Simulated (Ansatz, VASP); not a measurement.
## ZrC: VASP beside Ansatz

```
Zr C
1.0
     2.59484    0.00000    0.00000
     0.00000    2.59484    0.00000
     0.00000    0.00000    2.59484
Zr C
1 1
Direct
  0.00000 0.00000 0.00000
  0.50000 0.50000 0.50000
```

Change from the starting cell: volume scaled by 0.7, LAPW.

Alike in both runs: task single point; functional PBE; k mesh 14 × 14 × 14; occupations fermi-dirac, width 0.1 eV; no spin polarisation.

|  | VASP | Ansatz |
| --- | --- | --- |
| version | VASP 6.6.1 | Ansatz 0.2.0 |
| potentials or method | VASP PAW PBE potentials, release 64 (Zr_sv, C), cutoff 520 eV | all-electron LAPW, scalar-relativistic |

```tsv
	VASP	Ansatz	Ansatz less VASP
pressure (GPa)	139.2	138.5	-0.72
```

Both programs put the cell under a high pressure, so it lies far from rest at this level. Ansatz ran all-electron here, and VASP with PAW potentials.

Noted on VASP's run: the cell as given lies far from equilibrium.
